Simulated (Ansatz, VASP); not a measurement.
**One calculation of Ge, two programs**

```xyz
2
Lattice="0.0000 3.0774 2.7257 3.0774 0.0000 2.7257 3.0774 3.0774 0.0000" Properties=species:S:1:pos:R:3 pbc="T T T"
Ge    3.0774    3.0774    2.7257
Ge    4.6161    4.6161    4.0885
```

Alike in both runs: task single point; functional PBE; k mesh 14 × 14 × 14; occupations gaussian, width 0.15 eV; no spin polarisation.

```csv
,VASP,Ansatz
version,VASP 6.6.1,Ansatz 0.2.0
potentials or method,"VASP PAW PBE potentials, release 64 (Ge_d), cutoff 520 eV","scalar-relativistic, plane waves, PAW"
valence electrons in the cell,28,28
```

|  | VASP | Ansatz | Ansatz less VASP |
| --- | --- | --- | --- |
| gap on the k mesh at the Fermi level (eV) | none | none | - |
| pressure (GPa) | -3.8 | -3.7 | +0.09 |
| traceless stress, the component that is largest in VASP (GPa) | 3.92 | 3.92 | -0.004 |

A gap of «none» marks a metal or a gap that the smearing closes.
